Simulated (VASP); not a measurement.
# Tb3YPb (P4mm) in VASP: notebook

The runs below take Tb3YPb through single point, with PBE.

All numbers are computed with VASP 6.6.1; they aren't measurements. Logs are shortened: lines on timing, memory, paths and dates and some standing lists are left out, and cuts for length are marked.

## 1. The cell of the first run

It takes space group P4mm (No. 99, tetragonal). The conventional cell has a = 4.479 Å, b = 4.479 Å, c = 8.219 Å, α = 90.00°, β = 90.00°, γ = 90.00°. Within 4.2 Å of Tb (site symmetry 2mm) lie 6 Tb at 3.17 to 3.60 Å and 2 Pb at 3.27 Å and 2 Y at 3.99 Å. Tb (site symmetry 4mm) has 1 Pb at 3.02 Å and 4 Tb at 3.60 Å and 4 Y at 3.80 Å within 4.0 Å. Y (site symmetry 4mm) has 4 Pb at 3.30 Å and 8 Tb at 3.80 to 3.99 Å within 4.3 Å. Pb (site symmetry 4mm) has 5 Tb at 3.02 to 3.27 Å and 4 Y at 3.30 Å within 4.0 Å.

The cell was generated, and may not be a known phase.

## 2. Single point, PBE

INCAR reads:

```
SYSTEM = Tb3YPb
PREC     = Accurate       ! precision mode
ENCUT    = 500            ! plane-wave cutoff, eV
EDIFF    = 1E-6           ! SCF threshold, eV
ISMEAR   = 0              ! smearing method
SIGMA    = 0.1            ! smearing width, eV
LREAL    = .False.        ! projectors in reciprocal space
LASPH    = .True.         ! aspherical terms in the spheres
NELM     = 200            ! most SCF steps
ALGO     = Normal         ! electronic algorithm
ISIF     = 2              ! what is computed and relaxed
LWAVE    = .False.        ! write WAVECAR
LCHARG   = .False.        ! write CHGCAR
GGA      = PE             ! functional
NBANDS   = 34             ! bands
GGA_COMPAT= .False.      
LMAXMIX  = 6              ! l up to which the mixer works
```

KPOINTS reads:

```
Automatic mesh
0
Gamma
  8 8 4
  0 0 0
```

POSCAR reads:

```
Tb3YPb
1.0
    4.4788684658      0.0000000000      0.0000000000
    0.0000000000      4.4788684658      0.0000000000
    0.0000000000      0.0000000000      8.2191745205
Tb Y Pb
3 1 1
Direct
    0.0000000000      0.5000000000      0.6775529573
    0.0000000000      0.0000000000      0.3348220088
    0.5000000000      0.0000000000      0.6775529573
    0.5000000000      0.5000000000      0.0788906711
    0.0000000000      0.0000000000      0.9674603657
```

Potentials or basis: VASP PAW PBE potentials, release 64 (Tb_3, Y_sv, Pb_d), 4f in core.

Started as:

```sh
$ cat potpaw_PBE.64/Tb_3/POTCAR potpaw_PBE.64/Y_sv/POTCAR potpaw_PBE.64/Pb_d/POTCAR > POTCAR
$ mpirun -np 1 vasp_std > vasp.out
```

OUTCAR:

```text
SYSTEM = Tb3YPb
   PREC = Accurate
   ENCUT = 500
   EDIFF = 1E-6
   ISMEAR = 0
   LREAL = .False.
   LASPH = .True.
   NELM = 200
   ISIF = 2
   GGA = PE

 ion  position               nearest neighbor table
   1  0.000  0.500  0.678-   3 3.17   3 3.17   3 3.17   3 3.17   5 3.27   5 3.27   2 3.60   2 3.60
                             4 3.99   4 3.99
   2  0.000  0.000  0.335-   5 3.02   3 3.60   1 3.60   1 3.60   3 3.60   4 3.80   4 3.80   4 3.80
                             4 3.80
   3  0.500  0.000  0.678-   1 3.17   1 3.17   1 3.17   1 3.17   5 3.27   5 3.27   2 3.60   2 3.60
                             4 3.99   4 3.99
   4  0.500  0.500  0.079-   5 3.30   5 3.30   5 3.30   5 3.30   2 3.80   2 3.80   2 3.80   2 3.80
                             3 3.99   3 3.99   1 3.99   1 3.99
   5  0.000  0.000  0.967-   2 3.02   1 3.27   3 3.27   1 3.27   3 3.27   4 3.30   4 3.30   4 3.30
                             4 3.30

  LATTYP: Found a simple tetragonal cell.
 ALAT       =     4.4788684658
 C/A-ratio  =     1.8351006696

  Lattice vectors:

 A1 = (   4.4788684658,   0.0000000000,   0.0000000000)
 A2 = (   0.0000000000,   4.4788684658,   0.0000000000)
 A3 = (   0.0000000000,   0.0000000000,   8.2191745205)

Analysis of symmetry for initial positions (statically):
=====================================================================
 Subroutine PRICEL returns:
 Original cell was already a primitive cell.

 Routine SETGRP: Setting up the symmetry group for a
 simple tetragonal supercell.

 Subroutine GETGRP returns: Found  8 space group operations
 (whereof  8 operations were pure point group operations)
 out of a pool of 16 trial point group operations.

The static configuration has the point symmetry C_4v.

Analysis of symmetry for dynamics (positions and initial velocities):
=====================================================================
 Subroutine PRICEL returns:
 Original cell was already a primitive cell.

 Routine SETGRP: Setting up the symmetry group for a
 simple tetragonal supercell.

 Subroutine GETGRP returns: Found  8 space group operations
 (whereof  8 operations were pure point group operations)
 out of a pool of 16 trial point group operations.

The dynamic configuration has the point symmetry C_4v.

 Subroutine INISYM returns: Found  8 space group operations
 (whereof  8 operations are pure point group operations),
 and found     1 'primitive' translations

----------------------------------------------------------------------------------------

                                     Primitive cell

  volume of cell :     164.8788

  direct lattice vectors                    reciprocal lattice vectors
     4.478868466  0.000000000  0.000000000     0.223270678  0.000000000  0.000000000
     0.000000000  4.478868466  0.000000000     0.000000000  0.223270678  0.000000000
     0.000000000  0.000000000  8.219174520     0.000000000  0.000000000  0.121666719

  length of vectors
     4.478868466  4.478868466  8.219174520     0.223270678  0.223270678  0.121666719

  position of ions in fractional coordinates (direct lattice)
     0.000000000  0.500000000  0.677552957
     0.000000000  0.000000000  0.334822009
     0.500000000  0.000000000  0.677552957
     0.500000000  0.500000000  0.078890671
     0.000000000  0.000000000  0.967460366

  ion indices of the primitive-cell ions
   primitive index   ion index
                 1           1
                 2           2
                 3           3
                 4           4
                 5           5

----------------------------------------------------------------------------------------

 KPOINTS: Automatic mesh

Automatic generation of k-mesh.
 Grid dimensions read from file:
 generate k-points for:    8    8    4

 Generating k-lattice:

  Cartesian coordinates                     Fractional coordinates (reciprocal lattice)
     0.027908835  0.000000000  0.000000000     0.125000000  0.000000000  0.000000000
     0.000000000  0.027908835  0.000000000     0.000000000  0.125000000  0.000000000
     0.000000000  0.000000000  0.030416680     0.000000000  0.000000000  0.250000000

  Length of vectors
     0.027908835  0.027908835  0.030416680

  Shift w.r.t. Gamma in fractional coordinates (k-lattice)
     0.000000000  0.000000000  0.000000000

 Subroutine IBZKPT returns following result:
 ===========================================

 Found     45 irreducible k-points:

 Following reciprocal coordinates:
            Coordinates               Weight
  0.000000  0.000000  0.000000      1.000000
  0.125000  0.000000  0.000000      4.000000
  0.250000  0.000000  0.000000      4.000000
  0.375000  0.000000  0.000000      4.000000
  0.500000  0.000000  0.000000      2.000000
  0.125000  0.125000  0.000000      4.000000
[... 16 lines left out ...]
  0.375000  0.125000  0.250000     16.000000
  0.500000  0.125000  0.250000      8.000000
 [... further k-points ...]
   k-points           NKPTS =     45   k-points in BZ     NKDIM =     45   number of bands    NBANDS=     34
   number of dos      NEDOS =    301   number of ions     NIONS =      5
   total plane-waves  NPLWV =  77760
   dimension x,y,z NGX =    36 NGY =   36 NGZ =   60
   dimension x,y,z NGXF=    72 NGYF=   72 NGZF=  120
   ions per type =               3   1   1
   NGX,Y,Z   is equivalent  to a cutoff of  13.36, 13.36, 12.14 a.u.
   NGXF,Y,Z  is equivalent  to a cutoff of  26.72, 26.72, 24.27 a.u.
 SYSTEM =  Tb3YPb
   PREC   = accura    normal or accurate (medium, high low for compatibility)
   ISTART =      0    job   : 0-new  1-cont  2-samecut
   ICHARG =      2    charge: 1-file 2-atom 10-const
   ISPIN  =      1    spin polarized calculation?
   LNONCOLLINEAR =      F non collinear calculations
   LSORBIT =      F    spin-orbit coupling
   LASPH  =      T    aspherical Exc in radial PAW
   ENCUT  =  500.0 eV  36.75 Ry    6.06 a.u.   8.17  8.17 14.99*2*pi/ulx,y,z
   NELM   =    200;   NELMIN=  2; NELMDL= -5     # of ELM steps
   EDIFF  = 0.1E-05   stopping-criterion for ELM
   LREAL  =      F    real-space projection
   EDIFFG = 0.1E-04   stopping-criterion for IOM
   NSW    =      0    number of steps for IOM
   IBRION =     -1    ionic relax: 0-MD 1-quasi-New 2-CG
   NFREE  =      0    steps in history (QN), initial steepest desc. (CG)
   ISIF   =      2    stress and relaxation
   ISYM   =      2    0-nonsym 1-usesym 2-fastsym
   POTIM  = 0.5000    time-step for ionic-motion
   TEBEG  =    0.0;   TEEND  =   0.0 temperature during run
   PSTRESS=    0.0 pullay stress
   NELECT =      52.0000    total number of electrons
   NUPDOWN=      -1.0000    fix difference up-down
   EMIN   =  10.00;   EMAX   =-10.00  energy-range for DOS
   EFERMI =   0.00;   METHOD = LEGACY
   ISMEAR =     0;   SIGMA  =   0.10  broadening in eV -4-tet -1-fermi 0-gaus
   EFERMI_NEDOS =   21; number of points for ismear=-14 and -15
   IALGO  =     38    algorithm
   IMIX   =      4    mixing-type and parameters
     AMIX     =   0.40;   BMIX     =  1.00
     AMIX_MAG =   1.60;   BMIX_MAG =  1.00
  volume/ion in A,a.u.               =      32.98       222.53
  Fermi-wavevector in a.u.,A,eV,Ry     =   1.114348  2.105813 16.895340  1.241772
  Thomas-Fermi vector in A             =   2.250942
   LORBIT       =      0    0 simple, 1 ext, 2 COOP (PROOUT), +10 PAW based schemes
   GGA     = PE    functional components
   LHFCALC =     F    Hartree Fock is set to
   AEXX    =    0.0000 exact exchange contribution
   IVDW    =     0    specifies the selected vdW correction
   LEPSILON=     F    determine dielectric tensor
   LRPA    =     F    only Hartree local field effects (RPA)
 non-spin polarized calculation
 Gauss-broadening in eV      SIGMA  =   0.10
  energy-cutoff  :      500.00
  volume of cell :      164.88
 maximum number of plane-waves:      4218
 NGX is ok and might be reduce to    36
   NGX = 17   NGY = 17   NGZ = 29

 number of electron      51.9999999 magnetization

 Free energy of the ion-electron system (eV)
  ---------------------------------------------------
  ext. energy  EPLUGINS =         0.00000000
  ---------------------------------------------------
  free energy    TOTEN  =       -23.49912029 eV

  energy without entropy =      -23.46207681  energy(sigma->0) =      -23.48059855

 E-fermi :   3.6103     XC(G=0):  -9.5935

 val. band max:        3.6054165858   @ k =   0.5000   0.2500   0.0000
 cond. band min:       3.6234439362   @ k =   0.5000   0.2500   0.0000
 fundamental gap:      0.0180273504
 Fermi energy:         3.6103005366

 k-point     1 :       0.0000    0.0000    0.0000
  band No.  band energies     occupation
      1     -39.6326      2.00000
      2     -19.6257      2.00000
      3     -19.5799      2.00000
      4     -19.5799      2.00000
      5     -19.4338      2.00000
      6     -19.4338      2.00000
[... 26 lines left out ...]
     33       5.8178      0.00000
     34       5.8178      0.00000

 k-point     2 :       0.1250    0.0000    0.0000
  band No.  band energies     occupation
      1     -39.6325      2.00000
      2     -19.6278      2.00000
      3     -19.5859      2.00000
      4     -19.5770      2.00000
      5     -19.4410      2.00000
      6     -19.4324      2.00000
[... 26 lines left out ...]
     33       5.5171      0.00000
     34       5.7381      0.00000

 k-point     3 :       0.2500    0.0000    0.0000
  band No.  band energies     occupation
      1     -39.6321      2.00000
      2     -19.6337      2.00000
      3     -19.5999      2.00000
      4     -19.5700      2.00000
      5     -19.4457      2.00000
      6     -19.4329      2.00000
[... 26 lines left out ...]
     33       5.4892      0.00000
     34       5.7006      0.00000
[... 704 lines left out ...]
 k-point    23 :       0.3750    0.1250    0.2500
  band No.  band energies     occupation
      1     -39.6316      2.00000
      2     -19.6359      2.00000
      3     -19.6130      2.00000
      4     -19.5709      2.00000
      5     -19.4555      2.00000
      6     -19.4389      2.00000
[... 26 lines left out ...]
     33       5.8613      0.00000
     34       6.1051      0.00000

 k-point    24 :       0.5000    0.1250    0.2500
  band No.  band energies     occupation
      1     -39.6314      2.00000
      2     -19.6373      2.00000
      3     -19.6188      2.00000
      4     -19.5681      2.00000
      5     -19.4559      2.00000
      6     -19.4424      2.00000
[... 26 lines left out ...]
     33       5.7387      0.00000
     34       6.0401      0.00000

 [... further k-points ...]

------------------------ aborting loop because EDIFF is reached ----------------------------------------

  FORCE on cell =-STRESS in cart. coord.  units (eV):
  Direction    XX          YY          ZZ          XY          YZ          ZX
  --------------------------------------------------------------------------------------
  -------------------------------------------------------------------------------------
  Total        0.1351398      0.1351398      0.1711784      0.0000000      0.0000000      0.0000000
  in kB        1.3131941      1.3131941      1.6633922      0.0000000      0.0000000      0.0000000
  external PRESSURE =       1.4299268 kB  Pullay stress =       0.0000000 kB

 VOLUME and BASIS-vectors are now :
 -----------------------------------------------------------------------------
  energy-cutoff  :      500.00
  volume of cell :      164.88
      direct lattice vectors                 reciprocal lattice vectors
     4.478868466  0.000000000  0.000000000     0.223270678  0.000000000  0.000000000
     0.000000000  4.478868466  0.000000000     0.000000000  0.223270678  0.000000000
     0.000000000  0.000000000  8.219174520     0.000000000  0.000000000  0.121666719

 POSITION                                       TOTAL-FORCE (eV/Angst)
 -----------------------------------------------------------------------------------
      0.00000      2.23943      5.56893        -0.000000     -0.000000      0.002488
      0.00000      0.00000      2.75196        -0.000000     -0.000000     -0.026083
      2.23943      0.00000      5.56893         0.000000     -0.000000      0.002488
      2.23943      2.23943      0.64842        -0.000000      0.000000      0.000662
      0.00000      0.00000      7.95173        -0.000000     -0.000000      0.020443
 -----------------------------------------------------------------------------------
    total drift:                                0.000000     -0.000000      0.000765

  FREE ENERGIE OF THE ION-ELECTRON SYSTEM (eV)
  ---------------------------------------------------
  free  energy   TOTEN  =       -23.4991202932 eV

  energy  without entropy=      -23.4620768069  energy(sigma->0) =      -23.48059855
```

It took 2.7 min on 1 thread of AMD EPYC 9R45 (Zen 5), shared host; peak memory 0.41 GiB.

What came out:

| Property | Result |
| --- | --- |
| Free energy | -23.4991 eV |
| Pressure | 0.1 GPa |
| Largest force | 0.026 eV/Å |
| Band gap on the k mesh | zero (bands 26 and 27 overlap by 0.53 eV) |

Forces in eV/Å, atoms in the order of the input:
```
Tb   0.000  0.000  0.002
Tb   0.000  0.000 -0.026
Tb   0.000  0.000  0.002
Y    0.000  0.000  0.001
Pb   0.000  0.000  0.020
```

Caveat: spin-orbit coupling is left out, which moves the levels of the heavy elements; the 4f electrons are frozen in the core, so they carry no moment and show no levels.

## 3. Single point, PBE

INCAR reads:

```
SYSTEM = Tb3YPb
ALGO = Normal ; EDIFF = 1E-6
ENCUT = 500 ; GGA = PE
GGA_COMPAT = .False. ; ISIF = 2
ISMEAR = 0 ; LASPH = .True.
LCHARG = .False. ; LMAXMIX = 6
LREAL = .False. ; LWAVE = .False.
NBANDS = 34 ; NELM = 200
PREC = Accurate ; SIGMA = 0.1
```

KPOINTS reads:

```
k-points
0
Gamma
  8 8 4
  0 0 0
```

POSCAR reads:

```
Tb3YPb
1.0
    4.4794450487      0.0000000000      0.0000000000
    0.0000000000      4.4794450487      0.0000000000
    0.0000000000      0.0000000000      8.2194102650
Tb Y Pb
3 1 1
Direct
    0.0000000000      0.5000000000      0.6775064067
    0.0000000000      0.0000000000      0.3347859994
    0.5000000000      0.0000000000      0.6775064067
    0.5000000000      0.5000000000      0.0789475521
    0.0000000000      0.0000000000      0.9675325953
```

Potentials or basis: VASP PAW PBE potentials, release 64 (Tb_3, Y_sv, Pb_d), 4f in core.

Started as:

```sh
$ cat potpaw_PBE.64/Tb_3/POTCAR potpaw_PBE.64/Y_sv/POTCAR potpaw_PBE.64/Pb_d/POTCAR > POTCAR
$ mpirun -np 1 vasp_std > vasp.out
```

Run time: 2.9 min. Hardware: 1 thread of AMD EPYC 9R45 (Zen 5), shared host; peak memory 0.41 GiB.

The run converged. Its results:

```yaml
Free_energy: -23.4992 eV
Pressure: 0.1 GPa
Largest_force: 0.023 eV/Å
Band_gap_on_the_k_mesh: zero (bands 26 and 27 overlap by 0.53 eV)
```

Forces in eV/Å, atoms in the order of the input:
```
Tb   0.000  0.000  0.005
Tb   0.000  0.000 -0.023
Tb   0.000  0.000  0.005
Y    0.000  0.000  0.000
Pb   0.000  0.000  0.014
```

Levels at points of the mesh, in eV from the Fermi level:
```
           k point  band 24  band 25  band 26  band 27  band 28  band 29
(0.00, 0.00, 0.00)    -0.79    -0.58    -0.50    -0.39     1.31     1.31
(0.50, 0.00, 0.00)    -0.99    -0.19    -0.09     0.72     0.73     1.10
(0.50, 0.50, 0.00)    -0.64    -0.56    -0.56     0.31     0.31     0.53
(0.00, 0.00, 0.50)    -0.58    -0.38    -0.36    -0.26     0.86     0.87
(0.50, 0.00, 0.50)    -0.66    -0.33    -0.09     0.83     0.90     1.02
(0.50, 0.50, 0.50)    -0.46    -0.25    -0.25     0.13     0.13     0.40
```

Caveat: spin-orbit coupling is left out, which moves the levels of the heavy elements; the 4f electrons are frozen in the core, so they carry no moment and show no levels. Spin polarisation is off, so any magnetic state and its effect on volume and gap are missing.

(Part 1 of 2 ends here.)

The gap in the log of VASP goes by the Fermi energy; the results here count the filled bands.